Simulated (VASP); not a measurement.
Set up this calculation in VASP 6.6.1, as the native input.

- Task: single point
- Functional: PBE
- Dispersion: D3(BJ)
- Potentials or basis: VASP PAW PBE potentials, release 64 (Pb_d, S)
- Cutoff: 520 eV
- k mesh: 12 × 12 × 12
- Occupations: gaussian, width 0.02 eV
- Spin: no spin polarisation
- Dipole correction: no
- Further INCAR settings: ALGO = Normal; EDIFF = 1e-06; NBANDS = 17

The structure of PbS lies in POSCAR:

```
PbS
1.0
    2.0975659386      1.2110302593      3.4279856227
   -2.0975659386      1.2110302593      3.4279856227
    0.0000000000     -2.4220605186      3.4279856226
Pb S
1 1
Direct
    0.9779892341      0.9779892341      0.9779892341
    0.4776120959      0.4776120959      0.4776120959
```

One way to write it, as run:

INCAR

```
SYSTEM = PbS
  PREC = Accurate
  ENCUT = 520
  EDIFF = 1E-6
  ISMEAR = 0
  SIGMA = 0.02
  LREAL = .False.
  LASPH = .True.
  NELM = 100
  ALGO = Normal
  ISIF = 2
  LWAVE = .False.
  LCHARG = .True.
  GGA = PE
  IVDW = 12
  LELF = .True.
  LVHAR = .True.
  NBANDS = 17
```

KPOINTS

```
Automatic mesh
0
Gamma
  12 12 12
  0 0 0
```

Potentials or basis: VASP PAW PBE potentials, release 64 (Pb_d, S).

Command:

```console
$ cat potpaw_PBE.64/Pb_d/POTCAR potpaw_PBE.64/S/POTCAR > POTCAR
$ mpirun -np 1 vasp_std > vasp.out
```

It gave:

The pressure is -0.1 GPa. The band gap on the k mesh is 0.36 eV and the dispersion energy per atom is -0.347 eV.

Caveat: spin-orbit coupling is left out, which moves the levels of the heavy elements.

Run time: 3.9 min on 1 thread of Intel Xeon 8259CL, on a shared host, peak memory 0.28 GiB.
